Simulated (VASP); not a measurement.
# TaN (Fm-3m) in VASP: notebook

Runs on TaN. Level: PBE. Tasks: single point, relaxation of cell and atoms.

All numbers are computed with VASP 6.6.1; they aren't measurements. Logs are shortened: lines on timing, memory, paths and dates and some standing lists are left out, and cuts for length are marked.

**1. The cell of the first run**

Symmetry: Fm-3m, No. 225, cubic system. The conventional cell has a = 4.358 Å, b = 4.358 Å, c = 4.358 Å, α = 90.00°, β = 90.00°, γ = 90.00°. Ta (site symmetry m-3m) has 6 N at 2.18 Å within 2.9 Å. N (site symmetry m-3m) has 6 Ta at 2.18 Å within 2.9 Å.

**2. Single point, PBE**

Contents of INCAR:

```
SYSTEM = TaN
  PREC = Accurate
  ENCUT = 600
  EDIFF = 1E-6
  ISMEAR = 0
  SIGMA = 0.1
  LREAL = .FALSE.
  LASPH = .TRUE.
  NELM = 120
  ALGO = Normal
  ISIF = 2
  LWAVE = .FALSE.
  LCHARG = .TRUE.
  GGA = PE
  LELF = .TRUE.
  LVHAR = .TRUE.
  NBANDS = 15
  GGA_COMPAT = .FALSE.
```

Contents of KPOINTS:

```
Automatic mesh
0
G
  6 6 6
  0 0 0
```

Contents of POSCAR:

```
TaN
1.0
    0.0000000000      2.1789999000      2.1789999000
    2.1789999000      0.0000000000      2.1789999000
    2.1789999000      2.1789999000      0.0000000000
Ta N
1 1
Direct
    0.5000000000      0.5000000000      0.5000000000
    0.0000000000      0.0000000000      0.0000000000
```

Potentials or basis: VASP PAW PBE potentials, release 64 (Ta_pv, N).

Command:

```sh
$ cat potpaw_PBE.64/Ta_pv/POTCAR potpaw_PBE.64/N/POTCAR > POTCAR
$ mpirun -np 1 vasp_std > vasp.out
```

OUTCAR:

```text
SYSTEM = TaN
   PREC = Accurate
   ENCUT = 600
   EDIFF = 1E-6
   ISMEAR = 0
   LREAL = .FALSE.
   LASPH = .TRUE.
   NELM = 120
   ISIF = 2
   GGA = PE

 ion  position               nearest neighbor table
   1  0.500  0.500  0.500-   2 2.18   2 2.18   2 2.18   2 2.18   2 2.18   2 2.18
   2  0.000  0.000  0.000-   1 2.18   1 2.18   1 2.18   1 2.18   1 2.18   1 2.18

  LATTYP: Found a face centered cubic cell.
 ALAT       =     4.3579998000

  Lattice vectors:

 A1 = (   0.0000000000,   2.1789999000,   2.1789999000)
 A2 = (   2.1789999000,   0.0000000000,   2.1789999000)
 A3 = (   2.1789999000,   2.1789999000,   0.0000000000)

Analysis of symmetry for initial positions (statically):
=====================================================================
 Subroutine PRICEL returns:
 Original cell was already a primitive cell.

 Routine SETGRP: Setting up the symmetry group for a
 face centered cubic supercell.

 Subroutine GETGRP returns: Found 48 space group operations
 (whereof 48 operations were pure point group operations)
 out of a pool of 48 trial point group operations.

The static configuration has the point symmetry O_h .

Analysis of symmetry for dynamics (positions and initial velocities):
=====================================================================
 Subroutine PRICEL returns:
 Original cell was already a primitive cell.

 Routine SETGRP: Setting up the symmetry group for a
 face centered cubic supercell.

 Subroutine GETGRP returns: Found 48 space group operations
 (whereof 48 operations were pure point group operations)
 out of a pool of 48 trial point group operations.

The dynamic configuration has the point symmetry O_h .

 Subroutine INISYM returns: Found 48 space group operations
 (whereof 48 operations are pure point group operations),
 and found     1 'primitive' translations

----------------------------------------------------------------------------------------

                                     Primitive cell

  volume of cell :      20.6920

  direct lattice vectors                    reciprocal lattice vectors
     0.000000000  2.178999900  2.178999900    -0.229463067  0.229463067  0.229463067
     2.178999900  0.000000000  2.178999900     0.229463067 -0.229463067  0.229463067
     2.178999900  2.178999900  0.000000000     0.229463067  0.229463067 -0.229463067

  length of vectors
     3.081571211  3.081571211  3.081571211     0.397441690  0.397441690  0.397441690

  position of ions in fractional coordinates (direct lattice)
     0.500000000  0.500000000  0.500000000
     0.000000000  0.000000000  0.000000000

  ion indices of the primitive-cell ions
   primitive index   ion index
                 1           1
                 2           2

----------------------------------------------------------------------------------------

 KPOINTS: Automatic mesh

Automatic generation of k-mesh.
 Grid dimensions read from file:
 generate k-points for:    6    6    6

 Generating k-lattice:

  Cartesian coordinates                     Fractional coordinates (reciprocal lattice)
    -0.038243844  0.038243844  0.038243844     0.166666667  0.000000000  0.000000000
     0.038243844 -0.038243844  0.038243844     0.000000000  0.166666667  0.000000000
     0.038243844  0.038243844 -0.038243844     0.000000000  0.000000000  0.166666667

  Length of vectors
     0.066240282  0.066240282  0.066240282

  Shift w.r.t. Gamma in fractional coordinates (k-lattice)
     0.000000000  0.000000000  0.000000000

 Subroutine IBZKPT returns following result:
 ===========================================

 Found     16 irreducible k-points:

 Following reciprocal coordinates:
            Coordinates               Weight
  0.000000  0.000000  0.000000      1.000000
  0.166667  0.000000  0.000000      8.000000
  0.333333  0.000000  0.000000      8.000000
  0.500000  0.000000  0.000000      4.000000
  0.166667  0.166667  0.000000      6.000000
  0.333333  0.166667  0.000000     24.000000
[... 8 lines left out ...]
 -0.333333  0.333333  0.166667     24.000000
 -0.333333  0.500000  0.166667     12.000000
   k-points           NKPTS =     16   k-points in BZ     NKDIM =     16   number of bands    NBANDS=     15
   number of dos      NEDOS =    301   number of ions     NIONS =      2
   total plane-waves  NPLWV =  21952
   dimension x,y,z NGX =    28 NGY =   28 NGZ =   28
   dimension x,y,z NGXF=    56 NGYF=   56 NGZF=   56
   ions per type =               1   1
   NGX,Y,Z   is equivalent  to a cutoff of  15.11, 15.11, 15.11 a.u.
   NGXF,Y,Z  is equivalent  to a cutoff of  30.21, 30.21, 30.21 a.u.
 SYSTEM =  TaN
   PREC   = accura    normal or accurate (medium, high low for compatibility)
   ISTART =      0    job   : 0-new  1-cont  2-samecut
   ICHARG =      2    charge: 1-file 2-atom 10-const
   ISPIN  =      1    spin polarized calculation?
   LNONCOLLINEAR =      F non collinear calculations
   LSORBIT =      F    spin-orbit coupling
   LASPH  =      T    aspherical Exc in radial PAW
   ENCUT  =  600.0 eV  44.10 Ry    6.64 a.u.   6.15  6.15  6.15*2*pi/ulx,y,z
   NELM   =    120;   NELMIN=  2; NELMDL= -5     # of ELM steps
   EDIFF  = 0.1E-05   stopping-criterion for ELM
   LREAL  =      F    real-space projection
   EDIFFG = 0.1E-04   stopping-criterion for IOM
   NSW    =      0    number of steps for IOM
   IBRION =     -1    ionic relax: 0-MD 1-quasi-New 2-CG
   NFREE  =      0    steps in history (QN), initial steepest desc. (CG)
   ISIF   =      2    stress and relaxation
   ISYM   =      2    0-nonsym 1-usesym 2-fastsym
   POTIM  = 0.5000    time-step for ionic-motion
   TEBEG  =    0.0;   TEEND  =   0.0 temperature during run
   PSTRESS=    0.0 pullay stress
   NELECT =      16.0000    total number of electrons
   NUPDOWN=      -1.0000    fix difference up-down
   EMIN   =  10.00;   EMAX   =-10.00  energy-range for DOS
   EFERMI =   0.00;   METHOD = LEGACY
   ISMEAR =     0;   SIGMA  =   0.10  broadening in eV -4-tet -1-fermi 0-gaus
   EFERMI_NEDOS =   21; number of points for ismear=-14 and -15
   IALGO  =     38    algorithm
   IMIX   =      4    mixing-type and parameters
     AMIX     =   0.40;   BMIX     =  1.00
     AMIX_MAG =   1.60;   BMIX_MAG =  1.00
  volume/ion in A,a.u.               =      10.35        69.82
  Fermi-wavevector in a.u.,A,eV,Ry     =   1.502615  2.839530 30.719925  2.257851
  Thomas-Fermi vector in A             =   2.613832
   LORBIT       =      0    0 simple, 1 ext, 2 COOP (PROOUT), +10 PAW based schemes
   GGA     = PE    functional components
   LHFCALC =     F    Hartree Fock is set to
   AEXX    =    0.0000 exact exchange contribution
   IVDW    =     0    specifies the selected vdW correction
   LEPSILON=     F    determine dielectric tensor
   LRPA    =     F    only Hartree local field effects (RPA)
 non-spin polarized calculation
 Gauss-broadening in eV      SIGMA  =   0.10
  energy-cutoff  :      600.00
  volume of cell :       20.69
 maximum number of plane-waves:       701
 NGX is ok and might be reduce to    28
   NGX = 13   NGY = 13   NGZ = 13

 number of electron      16.0000001 magnetization

 Free energy of the ion-electron system (eV)
  ---------------------------------------------------
  ext. energy  EPLUGINS =         0.00000000
  ---------------------------------------------------
  free energy    TOTEN  =       -21.72507421 eV

  energy without entropy =      -21.71733063  energy(sigma->0) =      -21.72120242

 E-fermi :   9.9017     XC(G=0): -13.5898

 val. band max:        9.7805111271   @ k =  -0.3333   0.3333   0.1667
 cond. band min:       9.9241125570   @ k =   0.0000   0.0000   0.0000
 fundamental gap:      0.1436014299
 Fermi energy:         9.9016969758

 k-point     1 :       0.0000    0.0000    0.0000
  band No.  band energies     occupation
      1     -25.8762      2.00000
      2     -25.8762      2.00000
      3     -25.8762      2.00000
      4      -9.2220      2.00000
      5       5.9679      2.00000
      6       5.9679      2.00000
      7       5.9679      2.00000
      8       7.6721      2.00000
      9       7.6721      2.00000
     10       7.6721      2.00000
     11       9.9241      0.75124
     12       9.9241      0.75123
     13      11.6215      0.00000
     14      19.2691      0.00000
     15      22.2737      0.00000

 k-point     2 :       0.1667    0.0000    0.0000
  band No.  band energies     occupation
      1     -26.1279      2.00000
      2     -25.8989      2.00000
      3     -25.8989      2.00000
      4      -8.5477      2.00000
      5       3.6018      2.00000
      6       4.3589      2.00000
      7       4.3589      2.00000
      8       8.4956      2.00000
      9       8.5619      2.00000
     10       8.5619      2.00000
     11      12.1429      0.00000
     12      12.1429      0.00000
     13      13.2701      0.00000
     14      21.1853      0.00000
     15      22.2730      0.00000

 k-point     3 :       0.3333    0.0000    0.0000
  band No.  band energies     occupation
      1     -26.5979      2.00000
      2     -25.9439      2.00000
      3     -25.9439      2.00000
      4      -7.0193      2.00000
      5       0.6723      2.00000
      6       2.6851      2.00000
      7       2.6851      2.00000
      8       9.9302      0.68697
      9      10.4971      0.00000
     10      10.4971      0.00000
     11      15.0693      0.00000
     12      15.6520      0.00000
     13      15.6520      0.00000
     14      22.1206      0.00000
     15      22.3751      0.00000
[... 199 lines left out ...]
 k-point    15 :      -0.3333    0.3333    0.1667
  band No.  band energies     occupation
      1     -26.5777      2.00000
      2     -26.3217      2.00000
      3     -26.1088      2.00000
      4      -6.9679      2.00000
      5       1.2429      2.00000
      6       2.8217      2.00000
      7       2.9407      2.00000
      8       9.7805      1.91344
      9      10.0128      0.11598
     10      13.0252      0.00000
     11      14.7640      0.00000
     12      15.6136      0.00000
     13      20.0005      0.00000
     14      20.2551      0.00000
     15      22.2867      0.00000

 k-point    16 :      -0.3333    0.5000    0.1667
  band No.  band energies     occupation
      1     -26.5559      2.00000
      2     -26.3130      2.00000
      3     -26.2106      2.00000
      4      -7.4379      2.00000
      5       2.8593      2.00000
      6       3.0008      2.00000
      7       3.1599      2.00000
      8       7.7672      2.00000
      9      11.5430      0.00000
     10      13.5640      0.00000
     11      13.6490      0.00000
     12      14.9298      0.00000
     13      18.8555      0.00000
     14      20.5348      0.00000
     15      22.2830      0.00000

------------------------ aborting loop because EDIFF is reached ----------------------------------------

  FORCE on cell =-STRESS in cart. coord.  units (eV):
  Direction    XX          YY          ZZ          XY          YZ          ZX
  --------------------------------------------------------------------------------------
  -------------------------------------------------------------------------------------
  Total        2.0639130      2.0639130      2.0639130     -0.0000000     -0.0000000      0.0000000
  in kB      159.8086701    159.8086701    159.8086701     -0.0000000     -0.0000000      0.0000000
  external PRESSURE =     159.8086701 kB  Pullay stress =       0.0000000 kB

 VOLUME and BASIS-vectors are now :
 -----------------------------------------------------------------------------
  energy-cutoff  :      600.00
  volume of cell :       20.69
      direct lattice vectors                 reciprocal lattice vectors
     0.000000000  2.178999900  2.178999900    -0.229463067  0.229463067  0.229463067
     2.178999900  0.000000000  2.178999900     0.229463067 -0.229463067  0.229463067
     2.178999900  2.178999900  0.000000000     0.229463067  0.229463067 -0.229463067

 POSITION                                       TOTAL-FORCE (eV/Angst)
 -----------------------------------------------------------------------------------
      2.17900      2.17900      2.17900         0.000000      0.000000      0.000000
      0.00000      0.00000      0.00000        -0.000000     -0.000000     -0.000000
 -----------------------------------------------------------------------------------
    total drift:                                0.000000      0.000000      0.000000

  FREE ENERGIE OF THE ION-ELECTRON SYSTEM (eV)
  ---------------------------------------------------
  free  energy   TOTEN  =       -21.7250742123 eV

  energy  without entropy=      -21.7173306298  energy(sigma->0) =      -21.72120242
```

Run time: 12 s. Hardware: 1 thread of AMD EPYC 7R13, shared host; peak memory 0.13 GiB.

Results:

- Free energy: -21.7251 eV
- Pressure: 16.0 GPa
- Band gap on the k mesh: zero (band 8 reaches 11.84 eV, above the bottom of band 9 at 7.67 eV)

Caveat: the k points lie up to 0.42 Å⁻¹ apart; spin-orbit coupling is left out, which moves the levels of the heavy elements.

**3. Single point, PBE**

This run uses another cell than the first one, of 10.79 Å³/atom, 1.043 times its volume.

Contents of INCAR:

```
SYSTEM = TaN
PREC = Accurate
ENCUT = 600
EDIFF = 1E-6
ISMEAR = 0
SIGMA = 0.1
LREAL = .FALSE.
LASPH = .TRUE.
NELM = 120
ALGO = Normal
ISIF = 2
LWAVE = .FALSE.
LCHARG = .FALSE.
GGA = PE
NBANDS = 15
GGA_COMPAT = .FALSE.
```

KPOINTS is that of step 2.

Contents of POSCAR:

```
TaN
1.0
    0.0000000000      2.2098228745      2.2098228745
    2.2098228745      0.0000000000      2.2098228745
    2.2098228745      2.2098228745      0.0000000000
Ta N
1 1
Direct
    0.5000000000      0.5000000000      0.5000000000
    0.0000000000      0.0000000000      0.0000000000
```

Potentials or basis: VASP PAW PBE potentials, release 64 (Ta_pv, N).

Command:

```sh
$ cat potpaw_PBE.64/Ta_pv/POTCAR potpaw_PBE.64/N/POTCAR > POTCAR
$ mpirun -np 1 vasp_std > vasp.out
```

It took 11 s on 1 thread of AMD EPYC 7R13, shared host; peak memory 0.13 GiB.

It converged, with:

```
Free energy            : -21.7710 eV
Pressure               : 0.6 GPa
Band gap on the k mesh : zero (band 8 reaches 11.23 eV, above the bottom of band 9 at 7.31 eV)
```

Levels at points of the mesh, in eV from the Fermi level:
| k point | band 5 | band 6 | band 7 | band 8 | band 9 | band 10 | band 11 | band 12 |
| --- | --- | --- | --- | --- | --- | --- | --- | --- |
| (0.00, 0.00, 0.00) | -3.80 | -3.80 | -3.80 | -2.10 | -2.10 | -2.10 | 0.02 | 0.02 |
| (0.50, 0.00, 0.00) | -10.28 | -7.50 | -7.50 | 1.82 | 1.82 | 1.91 | 3.74 | 7.34 |
| (0.50, 0.50, 0.00) | -6.64 | -5.40 | -4.63 | -4.63 | 2.03 | 3.42 | 3.42 | 4.34 |

Caveat: the k points lie up to 0.41 Å⁻¹ apart; spin-orbit coupling is left out, which moves the levels of the heavy elements.

**4. Relaxation of cell and atoms, PBE**

Contents of INCAR:

```
SYSTEM = TaN
PREC = Accurate
ENCUT = 600
EDIFF = 1E-7
ISMEAR = 0
SIGMA = 0.1
LREAL = .FALSE.
LASPH = .TRUE.
NELM = 120
ALGO = Normal
ISIF = 3
LWAVE = .FALSE.
LCHARG = .FALSE.
GGA = PE
IBRION = 2
NSW = 90
EDIFFG = -0.04
GGA_COMPAT = .FALSE.
NELMIN = 4
```

KPOINTS is that of step 3.

Contents of POSCAR:

```
TaN
1.0
    0.0000000000      2.1789999000      2.1789999000
    2.1789999000      0.0000000000      2.1789999000
    2.1789999000      2.1789999000      0.0000000000
Ta N
1 1
Direct
    0.5000000000      0.5000000000      0.5000000000
    0.0000000000      0.0000000000      0.0000000000
```

Command:

```sh
$ cat potpaw_PBE.64/Ta_pv/POTCAR potpaw_PBE.64/N/POTCAR > POTCAR
$ mpirun -np 1 vasp_std > vasp.out
```

Wall time 34 s (1 thread of AMD EPYC 7R13, shared host); peak memory 0.14 GiB.

The run converged. Its results:

- Free energy: -21.7696 eV
- Relaxed volume: 10.83 Å³/atom
- Relaxed cell: a = 3.129 Å, b = 3.129 Å, c = 3.129 Å, α = 60.00°, β = 60.00°, γ = 60.00°
- Space group after relaxing (to 0.05 Å): Fm-3m (No. 225)
- Energy gained by relaxing: 22.3 meV/atom
- Ionic steps: 3
- Pressure after relaxing: -0.5 GPa
- Band gap on the k mesh: zero (band 8 reaches 11.18 eV, above the bottom of band 9 at 7.28 eV)

The path:
| step | energy change (eV) | largest force (eV/Å) | pressure (GPa) | volume (Å³) |
| --- | --- | --- | --- | --- |
| 1 | 0.0000 | 0.0000 | 15.99 | 20.69 |
| 2 | 0.1672 | 0.0000 | -26.65 | 23.94 |
| 3 | -0.0445 | 0.0000 | -0.53 | 21.66 |

Final structure:
```
Ta N
1.0
     0.00000    2.21238    2.21238
     2.21238    0.00000    2.21238
     2.21238    2.21238    0.00000
Ta N
1 1
Direct
  0.50000 0.50000 0.50000
  0.00000 0.00000 0.00000
```

Levels at points of the mesh, in eV from the Fermi level:
| k point | band 5 | band 6 | band 7 | band 8 | band 9 | band 10 | band 11 | band 12 |
| --- | --- | --- | --- | --- | --- | --- | --- | --- |
| (0.00, 0.00, 0.00) | -3.79 | -3.79 | -3.79 | -2.09 | -2.09 | -2.09 | 0.02 | 0.02 |
| (0.50, 0.00, 0.00) | -10.25 | -7.47 | -7.47 | 1.81 | 1.81 | 1.90 | 3.73 | 7.31 |
| (0.50, 0.50, 0.00) | -6.63 | -5.38 | -4.62 | -4.62 | 2.02 | 3.40 | 3.40 | 4.31 |

Caveat: the k points lie up to 0.41 Å⁻¹ apart in the final cell; spin-orbit coupling is left out, which moves the levels of the heavy elements. Zero-point motion and thermal expansion aren't in these numbers.

**5. Single point, PBE, collinear spin, ferromagnetic start**

Contents of INCAR:

```
SYSTEM = TaN
PREC = Accurate ; ENCUT = 600
EDIFF = 1E-6 ; ISMEAR = 0
SIGMA = 0.1 ; LREAL = .FALSE.
LASPH = .TRUE. ; NELM = 200
ALGO = Normal ; ISIF = 2
LWAVE = .FALSE. ; LCHARG = .TRUE.
ISPIN = 2 ; MAGMOM = 1 0
LORBIT = 11 ; LMAXMIX = 4
GGA = PE ; LELF = .TRUE.
LVHAR = .TRUE. ; NBANDS = 19
GGA_COMPAT = .FALSE.
```

KPOINTS is that of step 4.

POSCAR is that of step 4.

Command:

```sh
$ cat potpaw_PBE.64/Ta_pv/POTCAR potpaw_PBE.64/N/POTCAR > POTCAR
$ mpirun -np 1 vasp_std > vasp.out
```

Run time: 33 s. Hardware: 1 thread of AMD EPYC 7R13, shared host; peak memory 0.15 GiB.

It converged, with:

```yaml
Free_energy: -21.7251 eV
Pressure: 16.0 GPa
Band_gap_on_the_k_mesh: zero (filled and empty bands overlap)
Net_moment: 0.00 μB per cell
Valence_electrons_inside_the_program's_atomic_spheres: Ta 9.00; N 3.79
```

Levels at points of the mesh, in eV from the Fermi level:
Spin up:
| k point | band 4 | band 5 | band 6 | band 7 | band 8 | band 9 | band 10 | band 11 | band 12 | band 13 |
| --- | --- | --- | --- | --- | --- | --- | --- | --- | --- | --- |
| (0.00, 0.00, 0.00) | -19.12 | -3.93 | -3.93 | -3.93 | -2.23 | -2.23 | -2.23 | 0.02 | 0.02 | 1.72 |
| (0.50, 0.00, 0.00) | -15.93 | -10.64 | -7.82 | -7.82 | 1.94 | 1.94 | 2.04 | 3.87 | 7.78 | 7.78 |
| (0.50, 0.50, 0.00) | -17.86 | -6.74 | -5.70 | -4.74 | -4.74 | 2.16 | 3.65 | 3.65 | 4.79 | 7.09 |
Spin down:
| k point | band 6 | band 7 | band 8 | band 9 | band 10 | band 11 |
| --- | --- | --- | --- | --- | --- | --- |
| (0.00, 0.00, 0.00) | -3.93 | -3.93 | -2.23 | -2.23 | -2.23 | 0.02 |
| (0.50, 0.00, 0.00) | -7.82 | -7.82 | 1.94 | 1.94 | 2.04 | 3.87 |
| (0.50, 0.50, 0.00) | -5.70 | -4.73 | -4.73 | 2.16 | 3.65 | 3.65 |

Caveat: the k points lie up to 0.42 Å⁻¹ apart; spin-orbit coupling is left out, which moves the levels of the heavy elements.

**6. Summary**

| task | spin | cell | gap on the mesh (eV) | pressure (GPa) |
| --- | --- | --- | --- | --- |
| single point | off | a = 3.082 Å, angles 60.0°, 2 atoms | none | 16.0 |
| single point | off | a = 3.125 Å, angles 60.0°, 2 atoms | none | 0.6 |
| relaxation of cell and atoms | off | relaxed from a = 3.082 Å, angles 60.0°, 2 atoms | none | -0.5 |
| single point | collinear, ferromagnetic start | a = 3.082 Å, angles 60.0°, 2 atoms | none | 16.0 |

Alike in all rows: level PBE; potentials or basis VASP PAW PBE potentials, release 64 (Ta_pv, N); k mesh 6 × 6 × 6; cutoff (eV) 600; smearing gaussian 0.1 eV.

Caveats: all runs use coarse meshes; spin-orbit coupling is left out, which moves the levels of the heavy elements.

Absolute energies hang on the potentials; compare differences alone.
